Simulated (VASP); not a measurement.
Here is a VASP 6.6.1 calculation.

File INCAR:

```
SYSTEM = Cd3Br2
PREC = Accurate
ENCUT = 520
EDIFF = 1E-6
ISMEAR = 0
SIGMA = 0.1
LREAL = .FALSE.
LASPH = .TRUE.
NELM = 100
ALGO = Normal
ISIF = 2
LWAVE = .FALSE.
LCHARG = .TRUE.
GGA = PE
LELF = .TRUE.
LVHAR = .TRUE.
NBANDS = 33
```

KPOINTS

```
Automatic mesh
0
G
  6 6 6
  0 0 0
```

The input POSCAR:

```
Cd3Br2
1.0
    1.9229637063      1.1102236135     12.2008946139
   -1.9229637063      1.1102236135     12.2008946139
    0.0000000000     -2.2204472269     12.2008946139
Cd Br
3 2
Direct
    0.0000000000      0.0000000000      0.0000000000
    0.1951293743      0.1951293743      0.1951293743
    0.8048706257      0.8048706257      0.8048706257
    0.4233854337      0.4233854337      0.4233854337
    0.5766145663      0.5766145663      0.5766145663
```

Potentials or basis: VASP PAW PBE potentials, release 64 (Cd, Br).

Launch:

```console
$ cat potpaw_PBE.64/Cd/POTCAR potpaw_PBE.64/Br/POTCAR > POTCAR
$ mpirun -np 1 vasp_std > vasp.out
```

Task: What does it give for the pressure?

Result: 0.1 GPa.

Task: Estimate the largest force.

Result: 0.007 eV/Å.

Stress tensor (GPa, compression positive):
```
0.16 0.00 0.00
0.00 0.16 0.00
0.00 0.00 0.00
```
